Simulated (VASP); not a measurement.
Set up this calculation in VASP 6.6.1, as the native input.

```
Task                   : single point
Functional             : PBE
Potentials or basis    : VASP PAW PBE potentials, release 64 (N, O, Sc_sv, In_d)
Cutoff                 : 520 eV
k mesh                 : 3 × 3 × 3
Occupations            : gaussian, width 0.1 eV
Spin                   : no spin polarisation
Dipole correction      : no
Further INCAR settings : LREAL = Auto; ALGO = Normal; EDIFF = 1e-06; NBANDS = 85; ISYM = 0
```

The structure of Sc3In5N4O4 lies in POSCAR:

```
Sc3In5N4O4
1.0
    0.1658257927     -0.2932522559     -5.6860108259
    3.3531725841      6.2365041425      0.2119486058
    3.7757187491     -6.4807858722     -0.4175844129
N O Sc In
4 4 3 5
Direct
    0.6238547742      0.1819998760      0.3268291970
    0.6518839984      0.6628968186      0.3248739007
    0.1461693788      0.3330992789      0.1728210455
    0.1073730085      0.8198606024      0.6467080164
    0.6702867997      0.1412626812      0.8762902840
    0.5228488895      0.6593041310      0.8017945935
    0.0249378927      0.3339400485      0.6246695301
    0.1728706527      0.8723149774      0.2462812516
    0.9960837210      0.1584446891      0.3173003312
    0.0244826058      0.6678308830      0.3371043602
    0.5227546169      0.3305272031      0.1706692874
    0.0518683384      0.1779775055      0.8392360621
    0.9534385375      0.6871771648      0.8391158138
    0.4551468239      0.3036006425      0.6454119357
    0.4919306772      0.8384547862      0.6468458127
    0.5518781768      0.8252584702      0.1555780779
```

The input as run:

INCAR

```
SYSTEM = Sc3In5N4O4
PREC = Accurate
ENCUT = 520
EDIFF = 1E-6
ISMEAR = 0
SIGMA = 0.1
LREAL = Auto
LASPH = .True.
NELM = 80
ALGO = Normal
ISIF = 2
LWAVE = .False.
LCHARG = .True.
GGA = PE
LELF = .True.
LVHAR = .True.
NBANDS = 85
ISYM = 0
```

KPOINTS

```
Automatic mesh
0
Gamma
  3 3 3
  0 0 0
```

Potentials or basis: VASP PAW PBE potentials, release 64 (N, O, Sc_sv, In_d).

Launch:

```console
$ cat potpaw_PBE.64/N/POTCAR potpaw_PBE.64/O/POTCAR potpaw_PBE.64/Sc_sv/POTCAR potpaw_PBE.64/In_d/POTCAR > POTCAR
$ mpirun -np 1 vasp_std > vasp.out
```

It gave:

* Pressure: 0.3 GPa
* Largest force: 0.071 eV/Å
* Band gap on the k mesh: 1.24 eV (least direct gap 1.28 eV)

Caveat: spin-orbit coupling is left out, which moves the levels of the heavy elements.

It took 18 min on 1 thread of Intel Xeon 8259CL (shared host), peak memory 0.43 GiB.
